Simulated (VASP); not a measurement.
# MnSi (P2_13) in VASP: a series of runs

The runs below take MnSi through single point, with PBE.

All numbers are computed with VASP 6.6.1; they aren't measurements. Logs are shortened: lines on timing, memory, paths and dates and some standing lists are left out, and cuts for length are marked.

**1. The cell of the first run**

It takes space group P2_13 (No. 198, cubic). Conventional cell: a = 4.548 Å, b = 4.548 Å, c = 4.548 Å, α = 90.00°, β = 90.00°, γ = 90.00°. Mn (site symmetry 3) has 7 Si at 2.30 to 2.53 Å and 6 Mn at 2.79 Å within 3.0 Å. Si (site symmetry 3) has 7 Mn at 2.30 to 2.53 Å and 6 Si at 2.81 Å within 3.0 Å.

**2. Single point, PBE, collinear spin, zero start**

INCAR

```
ALGO = Normal
EDIFF = 1E-6
ENCUT = 520
GGA = PE
ISIF = 2
ISMEAR = -1
ISPIN = 2
LASPH = T
LCHARG = F
LMAXMIX = 4
LORBIT = 11
LREAL = F
LWAVE = F
MAGMOM = 0 0 0 0 0 0 0 0
NBANDS = 48
NELM = 150
NUPDOWN = 0.0
PREC = Accurate
SIGMA = 0.1
```

KPOINTS

```
k-points
0
Gamma
  5 5 5
```

POSCAR

```
MnSi
1.0
    4.5480000000      0.0000000000      0.0000000000
    0.0000000000      4.5480000000      0.0000000000
    0.0000000000      0.0000000000      4.5480000000
Mn Si
4 4
Direct
    0.1380000000      0.1380000000      0.1380000000
    0.3620000000      0.8620000000      0.6380000000
    0.6380000000      0.3620000000      0.8620000000
    0.8620000000      0.6380000000      0.3620000000
    0.8460000000      0.8460000000      0.8460000000
    0.6540000000      0.1540000000      0.3460000000
    0.3460000000      0.6540000000      0.1540000000
    0.1540000000      0.3460000000      0.6540000000
```

Potentials or basis: VASP PAW PBE potentials, release 64 (Mn_pv, Si).

On the command line:

```
$ cat potpaw_PBE.64/Mn_pv/POTCAR potpaw_PBE.64/Si/POTCAR > POTCAR
$ mpirun -np 1 vasp_std > vasp.out
```

OUTCAR:

```text
EDIFF = 1E-6
   ENCUT = 520
   GGA = PE
   ISIF = 2
   ISMEAR = -1
   ISPIN = 2
   LASPH = T
   LORBIT = 11
   LREAL = F
   NELM = 150
   NUPDOWN = 0.0
   PREC = Accurate

 ion  position               nearest neighbor table
   1  0.138  0.138  0.138-   5 2.30   6 2.40   7 2.40   8 2.40   7 2.53   8 2.53   6 2.53   3 2.79
                             4 2.79   2 2.79   2 2.79   4 2.79   3 2.79
   2  0.362  0.862  0.638-   6 2.30   5 2.40   7 2.40   8 2.40   7 2.53   8 2.53   5 2.53   1 2.79
                             1 2.79   3 2.79   3 2.79   4 2.79   4 2.79
   3  0.638  0.362  0.862-   7 2.30   6 2.40   5 2.40   8 2.40   8 2.53   6 2.53   5 2.53   1 2.79
                             4 2.79   2 2.79   2 2.79   4 2.79   1 2.79
   4  0.862  0.638  0.362-   8 2.30   6 2.40   7 2.40   5 2.40   6 2.53   5 2.53   7 2.53   1 2.79
                             3 2.79   2 2.79   1 2.79   2 2.79   3 2.79
   5  0.846  0.846  0.846-   1 2.30   2 2.40   3 2.40   4 2.40   3 2.53   4 2.53   2 2.53   6 2.81
                             7 2.81   8 2.81   6 2.81   8 2.81   7 2.81
   6  0.654  0.154  0.346-   2 2.30   1 2.40   3 2.40   4 2.40   3 2.53   4 2.53   1 2.53   8 2.81
                             5 2.81   5 2.81   7 2.81   7 2.81   8 2.81
   7  0.346  0.654  0.154-   3 2.30   2 2.40   1 2.40   4 2.40   4 2.53   2 2.53   1 2.53   8 2.81
                             5 2.81   8 2.81   6 2.81   6 2.81   5 2.81
   8  0.154  0.346  0.654-   4 2.30   2 2.40   3 2.40   1 2.40   2 2.53   1 2.53   3 2.53   7 2.81
                             5 2.81   7 2.81   5 2.81   6 2.81   6 2.81

  LATTYP: Found a simple cubic cell.
 ALAT       =     4.5480000000

  Lattice vectors:

 A1 = (   4.5480000000,   0.0000000000,   0.0000000000)
 A2 = (   0.0000000000,   4.5480000000,   0.0000000000)
 A3 = (   0.0000000000,   0.0000000000,   4.5480000000)

Analysis of symmetry for initial positions (statically):
=====================================================================
 Subroutine PRICEL returns:
 Original cell was already a primitive cell.

 Routine SETGRP: Setting up the symmetry group for a
 simple cubic supercell.

 Subroutine GETGRP returns: Found 12 space group operations
 (whereof  3 operations were pure point group operations)
 out of a pool of 48 trial point group operations.

The static configuration has the point symmetry C_3 .
 The point group associated with its full space group is T   .

Analysis of symmetry for dynamics (positions and initial velocities):
=====================================================================
 Subroutine PRICEL returns:
 Original cell was already a primitive cell.

 Routine SETGRP: Setting up the symmetry group for a
 simple cubic supercell.

 Subroutine GETGRP returns: Found 12 space group operations
 (whereof  3 operations were pure point group operations)
 out of a pool of 48 trial point group operations.

The dynamic configuration has the point symmetry C_3 .
 The point group associated with its full space group is T   .

Analysis of structural, dynamic, and magnetic symmetry:
=====================================================================
 Subroutine PRICEL returns:
 Original cell was already a primitive cell.

 Routine SETGRP: Setting up the symmetry group for a
 simple cubic supercell.

 Subroutine GETGRP returns: Found 12 space group operations
 (whereof  3 operations were pure point group operations)
 out of a pool of 48 trial point group operations.

The overall configuration has the point symmetry C_3 .
 The point group associated with its full space group is T   .

 Subroutine INISYM returns: Found 12 space group operations
 (whereof  3 operations are pure point group operations),
 and found     1 'primitive' translations

----------------------------------------------------------------------------------------

                                     Primitive cell

  volume of cell :      94.0722

  direct lattice vectors                    reciprocal lattice vectors
     4.548000000  0.000000000  0.000000000     0.219876869  0.000000000  0.000000000
     0.000000000  4.548000000  0.000000000     0.000000000  0.219876869  0.000000000
     0.000000000  0.000000000  4.548000000     0.000000000  0.000000000  0.219876869

  length of vectors
     4.548000000  4.548000000  4.548000000     0.219876869  0.219876869  0.219876869

  position of ions in fractional coordinates (direct lattice)
     0.138000000  0.138000000  0.138000000
     0.362000000  0.862000000  0.638000000
     0.638000000  0.362000000  0.862000000
     0.862000000  0.638000000  0.362000000
     0.846000000  0.846000000  0.846000000
     0.654000000  0.154000000  0.346000000
     0.346000000  0.654000000  0.154000000
     0.154000000  0.346000000  0.654000000

  ion indices of the primitive-cell ions
   primitive index   ion index
                 1           1
                 2           2
                 3           3
                 4           4
                 5           5
                 6           6
                 7           7
                 8           8

----------------------------------------------------------------------------------------

 KPOINTS: k-points

Automatic generation of k-mesh.
 Grid dimensions read from file:
 generate k-points for:    5    5    5

 Generating k-lattice:

  Cartesian coordinates                     Fractional coordinates (reciprocal lattice)
     0.043975374  0.000000000  0.000000000     0.200000000  0.000000000  0.000000000
     0.000000000  0.043975374  0.000000000     0.000000000  0.200000000  0.000000000
     0.000000000  0.000000000  0.043975374     0.000000000  0.000000000  0.200000000

  Length of vectors
     0.043975374  0.043975374  0.043975374

  Shift w.r.t. Gamma in fractional coordinates (k-lattice)
     0.000000000  0.000000000  0.000000000

 Subroutine IBZKPT returns following result:
 ===========================================

 Found     11 irreducible k-points:

 Following reciprocal coordinates:
            Coordinates               Weight
  0.000000  0.000000  0.000000      1.000000
  0.200000  0.000000  0.000000      6.000000
  0.400000  0.000000  0.000000      6.000000
  0.200000  0.200000  0.000000     12.000000
  0.400000  0.200000  0.000000     12.000000
 -0.200000  0.400000  0.000000     12.000000
  0.400000  0.400000  0.000000     12.000000
  0.200000  0.200000  0.200000      8.000000
  0.400000  0.200000  0.200000     24.000000
  0.400000  0.400000  0.200000     24.000000
  0.400000  0.400000  0.400000      8.000000
   k-points           NKPTS =     11   k-points in BZ     NKDIM =     11   number of bands    NBANDS=     48
   number of dos      NEDOS =    301   number of ions     NIONS =      8
   total plane-waves  NPLWV =  46656
   dimension x,y,z NGX =    36 NGY =   36 NGZ =   36
   dimension x,y,z NGXF=    72 NGYF=   72 NGZF=   72
   ions per type =               4   4
   NGX,Y,Z   is equivalent  to a cutoff of  13.16, 13.16, 13.16 a.u.
   NGXF,Y,Z  is equivalent  to a cutoff of  26.32, 26.32, 26.32 a.u.
 SYSTEM =  unknown system
   PREC   = accura    normal or accurate (medium, high low for compatibility)
   ISTART =      0    job   : 0-new  1-cont  2-samecut
   ICHARG =      2    charge: 1-file 2-atom 10-const
   ISPIN  =      2    spin polarized calculation?
   LNONCOLLINEAR =      F non collinear calculations
   LSORBIT =      F    spin-orbit coupling
   LASPH  =      T    aspherical Exc in radial PAW
   ENCUT  =  520.0 eV  38.22 Ry    6.18 a.u.   8.46  8.46  8.46*2*pi/ulx,y,z
   NELM   =    150;   NELMIN=  2; NELMDL= -5     # of ELM steps
   EDIFF  = 0.1E-05   stopping-criterion for ELM
   LREAL  =      F    real-space projection
   EDIFFG = 0.1E-04   stopping-criterion for IOM
   NSW    =      0    number of steps for IOM
   IBRION =     -1    ionic relax: 0-MD 1-quasi-New 2-CG
   NFREE  =      0    steps in history (QN), initial steepest desc. (CG)
   ISIF   =      2    stress and relaxation
   ISYM   =      2    0-nonsym 1-usesym 2-fastsym
   POTIM  = 0.5000    time-step for ionic-motion
   TEBEG  =    0.0;   TEEND  =   0.0 temperature during run
   PSTRESS=    0.0 pullay stress
   NELECT =      68.0000    total number of electrons
   NUPDOWN=       0.0000    fix difference up-down
   EMIN   =  10.00;   EMAX   =-10.00  energy-range for DOS
   EFERMI =   0.00;   METHOD = LEGACY
   ISMEAR =    -1;   SIGMA  =   0.10  broadening in eV -4-tet -1-fermi 0-gaus
   EFERMI_NEDOS =   21; number of points for ismear=-14 and -15
   IALGO  =     38    algorithm
   IMIX   =      4    mixing-type and parameters
     AMIX     =   0.40;   BMIX     =  1.00
     AMIX_MAG =   1.60;   BMIX_MAG =  1.00
  volume/ion in A,a.u.               =      11.76        79.35
  Fermi-wavevector in a.u.,A,eV,Ry     =   1.469233  2.776448 29.370157  2.158646
  Thomas-Fermi vector in A             =   2.584635
   LORBIT       =     11    0 simple, 1 ext, 2 COOP (PROOUT), +10 PAW based schemes
   GGA     = PE    functional components
   LHFCALC =     F    Hartree Fock is set to
   AEXX    =    0.0000 exact exchange contribution
   IVDW    =     0    specifies the selected vdW correction
   LEPSILON=     F    determine dielectric tensor
   LRPA    =     F    only Hartree local field effects (RPA)
 spin polarized calculation
  energy-cutoff  :      520.00
  volume of cell :       94.07
 maximum number of plane-waves:      2550
 NGX is ok and might be reduce to    36
   NGX = 17   NGY = 17   NGZ = 17

 number of electron      68.0000085 magnetization       0.0000000

 number of electron      68.0000085 magnetization      -0.0000000

 Free energy of the ion-electron system (eV)
  ---------------------------------------------------
  ext. energy  EPLUGINS =         0.00000000
  ---------------------------------------------------
  free energy    TOTEN  =       -61.28786660 eV

  energy without entropy =      -60.96594807  energy(sigma->0) =      -61.12690733

 E-fermi :  10.7857     XC(G=0): -12.7266

 val. band max:       10.7689135121   @ k =   0.4000   0.4000   0.2000
 cond. band min:      10.8002668907   @ k =   0.2000   0.0000   0.0000
 fundamental gap:      0.0313533786
 Fermi energy:        10.7857165444

 spin component 1

 k-point     1 :       0.0000    0.0000    0.0000
  band No.  band energies     occupation
      1     -36.9825      1.00000
      2     -36.9825      1.00000
      3     -36.9825      1.00000
      4     -36.9568      1.00000
      5     -36.9568      1.00000
      6     -36.9568      1.00000
[... 38 lines left out ...]
     45      15.1966      0.00000
     46      15.1966      0.00000
[... 448 lines left out ...]
      5     -36.9314      1.00000
      6     -36.9179      1.00000
[... 38 lines left out ...]
     45      16.5005      0.00000
     46      16.8694      0.00000
 Fermi energy:        10.7857167150

 spin component 2

 k-point     1 :       0.0000    0.0000    0.0000
  band No.  band energies     occupation
      1     -36.9825      1.00000
      2     -36.9825      1.00000
      3     -36.9825      1.00000
      4     -36.9568      1.00000
      5     -36.9568      1.00000
      6     -36.9568      1.00000
[... 38 lines left out ...]
     45      15.1966      0.00000
     46      15.1966      0.00000
[... 448 lines left out ...]
      5     -36.9314      1.00000
      6     -36.9179      1.00000
[... 38 lines left out ...]
     45      16.5005      0.00000
     46      16.8694      0.00000
 [bands above 46 left out]

------------------------ aborting loop because EDIFF is reached ----------------------------------------

  FORCE on cell =-STRESS in cart. coord.  units (eV):
  Direction    XX          YY          ZZ          XY          YZ          ZX
  --------------------------------------------------------------------------------------
  -------------------------------------------------------------------------------------
  Total       -3.9968121     -3.9968121     -3.9968121      0.0000000      0.0000000      0.0000000
  in kB      -68.0711279    -68.0711279    -68.0711279      0.0000000      0.0000000      0.0000000
  external PRESSURE =     -68.0711279 kB  Pullay stress =       0.0000000 kB

 VOLUME and BASIS-vectors are now :
 -----------------------------------------------------------------------------
  energy-cutoff  :      520.00
  volume of cell :       94.07
      direct lattice vectors                 reciprocal lattice vectors
     4.548000000  0.000000000  0.000000000     0.219876869  0.000000000  0.000000000
     0.000000000  4.548000000  0.000000000     0.000000000  0.219876869  0.000000000
     0.000000000  0.000000000  4.548000000     0.000000000  0.000000000  0.219876869

 POSITION                                       TOTAL-FORCE (eV/Angst)
 -----------------------------------------------------------------------------------
      0.62762      0.62762      0.62762        -0.112193     -0.112193     -0.112193
      1.64638      3.92038      2.90162         0.112193      0.112193     -0.112193
      2.90162      1.64638      3.92038        -0.112193      0.112193      0.112193
      3.92038      2.90162      1.64638         0.112193     -0.112193      0.112193
      3.84761      3.84761      3.84761        -0.044158     -0.044158     -0.044158
      2.97439      0.70039      1.57361         0.044158      0.044158     -0.044158
      1.57361      2.97439      0.70039        -0.044158      0.044158      0.044158
      0.70039      1.57361      2.97439         0.044158     -0.044158      0.044158
 -----------------------------------------------------------------------------------
    total drift:                               -0.000001     -0.000000      0.000000

  FREE ENERGIE OF THE ION-ELECTRON SYSTEM (eV)
  ---------------------------------------------------
  free  energy   TOTEN  =       -61.2878665954 eV

  energy  without entropy=      -60.9659480745  energy(sigma->0) =      -61.12690733

 total charge

# of ion       s       p       d       tot
------------------------------------------
    1        0.326   6.368   5.279  11.972
    2        0.326   6.368   5.279  11.972
    3        0.326   6.368   5.279  11.972
    4        0.326   6.368   5.279  11.972
    5        0.741   0.890   0.000   1.631
    6        0.741   0.890   0.000   1.631
    7        0.741   0.890   0.000   1.631
    8        0.741   0.890   0.000   1.631
--------------------------------------------------
tot          4.268  29.031  21.116  54.414

 magnetization (x)

# of ion       s       p       d       tot
------------------------------------------
    1       -0.000   0.000  -0.000  -0.000
    2       -0.000   0.000  -0.000  -0.000
    3       -0.000   0.000  -0.000  -0.000
    4       -0.000   0.000  -0.000  -0.000
    5       -0.000  -0.000   0.000  -0.000
    6       -0.000  -0.000   0.000  -0.000
    7       -0.000  -0.000   0.000  -0.000
    8       -0.000  -0.000   0.000  -0.000
--------------------------------------------------
tot         -0.000  -0.000  -0.000  -0.000
```

Wall time 52 s (1 thread of Intel Xeon 6975P-C (Granite Rapids), shared host); peak memory 0.27 GiB.

What came out:

| Property | Result |
| --- | --- |
| Free energy | -61.2879 eV |
| Pressure | -6.8 GPa |
| Largest force | 0.194 eV/Å |
| Net moment | 0.00 μB per cell |
| Valence electrons inside the program's atomic spheres | Mn 11.97; Si 1.63 |

Forces in eV/Å, atoms in the order of the input:
```
Mn  -0.112 -0.112 -0.112
Mn   0.112  0.112 -0.112
Mn  -0.112  0.112  0.112
Mn   0.112 -0.112  0.112
Si  -0.044 -0.044 -0.044
Si   0.044  0.044 -0.044
Si  -0.044  0.044  0.044
Si   0.044 -0.044  0.044
```

Caveat: the cell stands under tension; the total moment is fixed, so each spin has its own Fermi level.

(Part 1 of 2 ends here.)
